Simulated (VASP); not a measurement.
# Mg (Fm-3m) in VASP: further runs

The runs below take Mg through single point, with PBE.

Program: VASP 6.6.1. These are calculated values, not measurements. Logs are shortened: lines on timing, memory, paths and dates and some standing lists are left out, and cuts for length are marked.

## Step 1: The cell of the first run

It takes space group Fm-3m (No. 225, cubic). Conventional cell: a = 4.334 Å, b = 4.334 Å, c = 4.334 Å, α = 90.00°, β = 90.00°, γ = 90.00°. Mg (site symmetry m-3m) has 12 Mg at 3.06 Å within 4.0 Å.

## Step 2: Single point, PBE (volume scaled by 0.88)

File INCAR:

```
  ALGO = Normal
  EDIFF = 1E-7
  ENCUT = 520
  GGA = PE
  ISIF = 2
  ISMEAR = 0
  LASPH = True
  LCHARG = False
  LREAL = False
  LWAVE = False
  NBANDS = 7
  NELM = 100
  PREC = Accurate
  SIGMA = 0.1
```

File KPOINTS:

```
k-points
0
Gamma
  16 16 16
```

File POSCAR:

```
Mg
1.0
    0.0000000000      2.1667726626      2.1667726626
    2.1667726626      0.0000000000      2.1667726626
    2.1667726626      2.1667726626      0.0000000000
Mg
1
Direct
    0.0000000000      0.0000000000      0.0000000000
```

Potentials or basis: VASP PAW PBE potentials, release 64 (Mg).

Run with:

```sh
$ cat potpaw_PBE.64/Mg/POTCAR > POTCAR
$ mpirun -np 1 vasp_std > vasp.out
```

OUTCAR:

```text
EDIFF = 1E-7
   ENCUT = 520
   GGA = PE
   ISIF = 2
   ISMEAR = 0
   LASPH = True
   LREAL = False
   NELM = 100
   PREC = Accurate

 ion  position               nearest neighbor table
   1  0.000  0.000  0.000-

  LATTYP: Found a face centered cubic cell.
 ALAT       =     4.3335453252

  Lattice vectors:

 A1 = (   0.0000000000,   2.1667726626,   2.1667726626)
 A2 = (   2.1667726626,   0.0000000000,   2.1667726626)
 A3 = (   2.1667726626,   2.1667726626,   0.0000000000)

Analysis of symmetry for initial positions (statically):
=====================================================================
 Subroutine PRICEL returns:
 Original cell was already a primitive cell.

 Routine SETGRP: Setting up the symmetry group for a
 face centered cubic supercell.

 Subroutine GETGRP returns: Found 48 space group operations
 (whereof 48 operations were pure point group operations)
 out of a pool of 48 trial point group operations.

The static configuration has the point symmetry O_h .

Analysis of symmetry for dynamics (positions and initial velocities):
=====================================================================
 Subroutine PRICEL returns:
 Original cell was already a primitive cell.

 Routine SETGRP: Setting up the symmetry group for a
 face centered cubic supercell.

 Subroutine GETGRP returns: Found 48 space group operations
 (whereof 48 operations were pure point group operations)
 out of a pool of 48 trial point group operations.

The dynamic configuration has the point symmetry O_h .

 Subroutine INISYM returns: Found 48 space group operations
 (whereof 48 operations are pure point group operations),
 and found     1 'primitive' translations

----------------------------------------------------------------------------------------

                                     Primitive cell

  volume of cell :      20.3456

  direct lattice vectors                    reciprocal lattice vectors
     0.000000000  2.166772663  2.166772663    -0.230757942  0.230757942  0.230757942
     2.166772663  0.000000000  2.166772663     0.230757942 -0.230757942  0.230757942
     2.166772663  2.166772663  0.000000000     0.230757942  0.230757942 -0.230757942

  length of vectors
     3.064279286  3.064279286  3.064279286     0.399684479  0.399684479  0.399684479

  position of ions in fractional coordinates (direct lattice)
     0.000000000  0.000000000  0.000000000

  ion indices of the primitive-cell ions
   primitive index   ion index
                 1           1

[... 70 lines left out ...]
   NELM   =    100;   NELMIN=  2; NELMDL= -5     # of ELM steps
   EDIFF  = 0.1E-06   stopping-criterion for ELM
   LREAL  =      F    real-space projection
   EDIFFG = 0.1E-05   stopping-criterion for IOM
   NSW    =      0    number of steps for IOM
   IBRION =     -1    ionic relax: 0-MD 1-quasi-New 2-CG
   NFREE  =      0    steps in history (QN), initial steepest desc. (CG)
   ISIF   =      2    stress and relaxation
   ISYM   =      2    0-nonsym 1-usesym 2-fastsym
   POTIM  = 0.5000    time-step for ionic-motion
   TEBEG  =    0.0;   TEEND  =   0.0 temperature during run
   PSTRESS=    0.0 pullay stress
   NELECT =       2.0000    total number of electrons
   NUPDOWN=      -1.0000    fix difference up-down
   EMIN   =  10.00;   EMAX   =-10.00  energy-range for DOS
   EFERMI =   0.00;   METHOD = LEGACY
   ISMEAR =     0;   SIGMA  =   0.10  broadening in eV -4-tet -1-fermi 0-gaus
   EFERMI_NEDOS =   21; number of points for ismear=-14 and -15
   IALGO  =     38    algorithm
   IMIX   =      4    mixing-type and parameters
     AMIX     =   0.40;   BMIX     =  1.00
     AMIX_MAG =   1.60;   BMIX_MAG =  1.00
  volume/ion in A,a.u.               =      20.35       137.30
  Fermi-wavevector in a.u.,A,eV,Ry     =   0.755547  1.427777  7.766903  0.570851
  Thomas-Fermi vector in A             =   1.853466
   LORBIT       =      0    0 simple, 1 ext, 2 COOP (PROOUT), +10 PAW based schemes
   GGA     = PE    functional components
   LHFCALC =     F    Hartree Fock is set to
   AEXX    =    0.0000 exact exchange contribution
   IVDW    =     0    specifies the selected vdW correction
   LEPSILON=     F    determine dielectric tensor
   LRPA    =     F    only Hartree local field effects (RPA)
 non-spin polarized calculation
 Gauss-broadening in eV      SIGMA  =   0.10
  energy-cutoff  :      520.00
  volume of cell :       20.35
 maximum number of plane-waves:       568
   NGX = 11   NGY = 11   NGZ = 11

 number of electron       2.0000000 magnetization

 Free energy of the ion-electron system (eV)
  ---------------------------------------------------
  ext. energy  EPLUGINS =         0.00000000
  ---------------------------------------------------
  free energy    TOTEN  =        -1.44959715 eV

  energy without entropy =       -1.44658314  energy(sigma->0) =       -1.44809014

 E-fermi :   3.2708     XC(G=0):  -8.8737

 val. band max:        3.2660216560   @ k =  -0.3750   0.2500   0.0625
 cond. band min:       3.4105607268   @ k =  -0.3125   0.3750   0.1875
 fundamental gap:      0.1445390708
 Fermi energy:         3.2707680730

 k-point     1 :       0.0000    0.0000    0.0000
  band No.  band energies     occupation
      1      -4.1734      2.00000
      2      16.4143      0.00000
      3      16.4143      0.00000
      4      16.4143      0.00000
      5      18.8860      0.00000
      6      19.0165      0.00000
      7      19.0165      0.00000
[... 221 lines left out ...]
 k-point    24 :      -0.0625    0.0625    0.0000
  band No.  band energies     occupation
      1      -3.9224      2.00000
      2      13.9870      0.00000
      3      14.9715      0.00000
      4      16.6585      0.00000
      5      19.1523      0.00000
      6      19.1705      0.00000
      7      19.8062      0.00000

 [... further k-points ...]
[... 5 lines left out ...]
  --------------------------------------------------------------------------------------
  -------------------------------------------------------------------------------------
  Total        0.7243268      0.7243268      0.7243268      0.0000000     -0.0000000     -0.0000000
  in kB       57.0394196     57.0394196     57.0394196      0.0000000     -0.0000000     -0.0000000
  external PRESSURE =      57.0394196 kB  Pullay stress =       0.0000000 kB

 VOLUME and BASIS-vectors are now :
 -----------------------------------------------------------------------------
  energy-cutoff  :      520.00
  volume of cell :       20.35
      direct lattice vectors                 reciprocal lattice vectors
     0.000000000  2.166772663  2.166772663    -0.230757942  0.230757942  0.230757942
     2.166772663  0.000000000  2.166772663     0.230757942 -0.230757942  0.230757942
     2.166772663  2.166772663  0.000000000     0.230757942  0.230757942 -0.230757942

 POSITION                                       TOTAL-FORCE (eV/Angst)
 -----------------------------------------------------------------------------------
      0.00000      0.00000      0.00000         0.000000      0.000000      0.000000
 -----------------------------------------------------------------------------------
    total drift:                                0.000000     -0.000000     -0.000000

  FREE ENERGIE OF THE ION-ELECTRON SYSTEM (eV)
  ---------------------------------------------------
  free  energy   TOTEN  =        -1.4495971527 eV

  energy  without entropy=       -1.4465831370  energy(sigma->0) =       -1.44809014
```

OSZICAR:

```text
N       E                     dE             d eps       ncg     rms          rms(c)
DAV:   1    -0.752644331888E+00   -0.75264E+00   -0.77105E+02  2261   0.189E+02
DAV:   2    -0.145543689600E+01   -0.70279E+00   -0.67709E+00  2688   0.116E+01
DAV:   3    -0.145787251011E+01   -0.24356E-02   -0.24345E-02  2842   0.774E-01
DAV:   4    -0.145787486963E+01   -0.23595E-05   -0.23594E-05  2968   0.172E-02
DAV:   5    -0.145787487244E+01   -0.28163E-08   -0.28657E-08  2807   0.343E-04    0.643E-01
DAV:   6    -0.145363859506E+01    0.42363E-02   -0.30018E-04  2450   0.102E-01    0.409E-01
DAV:   7    -0.144959708902E+01    0.40415E-02   -0.12027E-03  2485   0.174E-01    0.223E-02
DAV:   8    -0.144959751004E+01   -0.42102E-06   -0.79128E-06  3087   0.159E-02    0.458E-03
DAV:   9    -0.144959724685E+01    0.26319E-06   -0.52763E-07  2702   0.306E-03    0.633E-04
DAV:  10    -0.144959715265E+01    0.94197E-07   -0.77040E-09  2121   0.437E-04
   1 F= -.14495972E+01 E0= -.14480901E+01  d E =-.301402E-02
```

stdout:

```text
POSCAR found type information on POSCAR Mg
 POSCAR found :  1 types and       1 ions
 scaLAPACK will be used
 LDA part: xc-table for (Slater+PW92), standard interpolation
 POSCAR, INCAR and KPOINTS ok, starting setup
 FFT: planning ... GRIDC
 FFT: planning ... GRID_SOFT
 FFT: planning ... GRID
 WAVECAR not read
 entering main loop
```

It took 10 s on 1 thread of Intel Xeon 6975P-C, shared host; peak memory 0.15 GiB.

What came out:

```
Free energy            : -1.4496 eV
Pressure               : 5.7 GPa
Band gap on the k mesh : zero (band 1 reaches 4.80 eV, above the bottom of band 2 at 2.00 eV)
```

Levels at points of the mesh, in eV from the Fermi level:
```tsv
k point	band 1	band 2	band 3	band 4	band 5
(0.00, 0.00, 0.00)	-7.44	13.14	13.14	13.14	15.62
(0.50, 0.00, 0.00)	-1.90	-1.27	11.95	11.95	13.37
(0.50, 0.50, 0.00)	-0.24	0.88	6.33	7.62	7.62
```

## Step 3: Single point, PBE (volume scaled by 0.97)

File INCAR:

```
PREC     = Accurate       # precision mode
ENCUT    = 520            # plane-wave cutoff, eV
EDIFF    = 1E-7           # SCF threshold, eV
ISMEAR   = 0              # smearing method
SIGMA    = 0.1            # smearing width, eV
LREAL    = False          # projectors in reciprocal space
LASPH    = True           # aspherical terms in the spheres
NELM     = 60             # most SCF steps
ALGO     = Fast           # electronic algorithm
ISIF     = 2              # what is computed and relaxed
LWAVE    = False          # write WAVECAR
LCHARG   = False          # write CHGCAR
GGA      = PE             # functional
NBANDS   = 7              # bands
```

File KPOINTS:

```
regular mesh
0
Gamma
  16 16 16
```

File POSCAR:

```
Mg
1.0
    0.0000000000      2.2382557129      2.2382557129
    2.2382557129      0.0000000000      2.2382557129
    2.2382557129      2.2382557129      0.0000000000
Mg
1
Direct
    0.0000000000      0.0000000000      0.0000000000
```

Potentials or basis: VASP PAW PBE potentials, release 64 (Mg).

Run with:

```sh
$ cat potpaw_PBE.64/Mg/POTCAR > POTCAR
$ mpirun -np 1 vasp_std > vasp.out
```

It took 10 s on 1 thread of Intel Xeon 6975P-C, shared host; peak memory 0.15 GiB.

Results (log left out):

| Item | Value |
| --- | --- |
| Free energy | -1.4911 eV |
| Pressure | 1.0 GPa |
| Band gap on the k mesh | zero (band 1 reaches 4.20 eV, above the bottom of band 2 at 1.46 eV) |

Levels at points of the mesh, in eV from the Fermi level:
| k point | band 1 | band 2 | band 3 | band 4 | band 5 | band 6 |
| --- | --- | --- | --- | --- | --- | --- |
| (0.00, 0.00, 0.00) | -7.01 | 12.52 | 12.52 | 12.52 | 14.57 | 14.57 |
| (0.50, 0.00, 0.00) | -1.73 | -1.27 | 11.41 | 11.41 | 12.33 | 12.33 |
| (0.50, 0.50, 0.00) | -0.22 | 0.82 | 6.15 | 7.08 | 7.08 | 10.02 |
